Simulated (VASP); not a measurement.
Crystal: C.

```
C
1.0
     1.22803    0.70900    3.34701
    -1.22803    0.70900    3.34701
     0.00000   -1.41800    3.34701
C
2
Direct
  0.16400 0.16400 0.16400
  0.83600 0.83600 0.83600
```

Base run:

| Property | Result |
| --- | --- |
| Program | VASP 6.6.1 |
| Functional | PBE |
| Potentials or basis | VASP PAW PBE potentials, release 64 (C) |
| Cutoff | 520 eV |
| k mesh | 24 × 24 × 24 |
| Occupations | fermi-dirac, width 0.03 eV |
| Spin | no spin polarisation |

Its results: band gap on the k mesh 0.58 eV, direct; pressure 4.8 GPa; largest force 0.867 eV/Å.

**Question.** The run is repeated on the same cell with these changes: k mesh from 24 × 24 × 24 to 8 × 8 × 8; occupations from fermi-dirac, width 0.03 eV to gaussian, width 0.001 eV. What comes out?

**Answer.** Band gap on the k mesh 1.42 eV, direct; pressure 4.8 GPa; largest force 0.871 eV/Å.

A k mesh can miss the band edges.
